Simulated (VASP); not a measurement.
Here is a VASP 6.6.1 calculation.

Contents of INCAR:

```
SYSTEM = Sb2Au
PREC     = Accurate       ! precision mode
ENCUT    = 520            ! plane-wave cutoff, eV
EDIFF    = 1E-6           ! SCF threshold, eV
ISMEAR   = -1             ! smearing method
SIGMA    = 0.08           ! smearing width, eV
LREAL    = .False.        ! projectors in reciprocal space
LASPH    = .True.         ! aspherical terms in the spheres
NELM     = 60             ! most SCF steps
ALGO     = Normal         ! electronic algorithm
ISIF     = 2              ! what is computed and relaxed
LWAVE    = .False.        ! write WAVECAR
LCHARG   = .True.         ! write CHGCAR
LELF     = .True.         ! ELF
LVHAR    = .True.       
NBANDS   = 18             ! bands
```

KPOINTS

```
Automatic mesh
0
Gamma
  9 9 9
  0 0 0
```

File POSCAR:

```
Sb2Au
1.0
    0.0000000000      3.3717944959      3.3717944959
    3.3717944959      0.0000000000      3.3717944959
    3.3717944959      3.3717944959      0.0000000000
Sb Au
2 1
Direct
    0.2500000000      0.2500000000      0.2500000000
    0.7500000000      0.7500000000      0.7500000000
    0.0000000000      0.0000000000      0.0000000000
```

Potentials or basis: VASP PAW LDA potentials, release 64 (Sb, Au).

Launch:

```sh
$ cat potpaw_LDA.64/Sb/POTCAR potpaw_LDA.64/Au/POTCAR > POTCAR
$ mpirun -np 1 vasp_std > vasp.out
```

(1) Predict the pressure.

Answers

(1) -0.6 GPa.
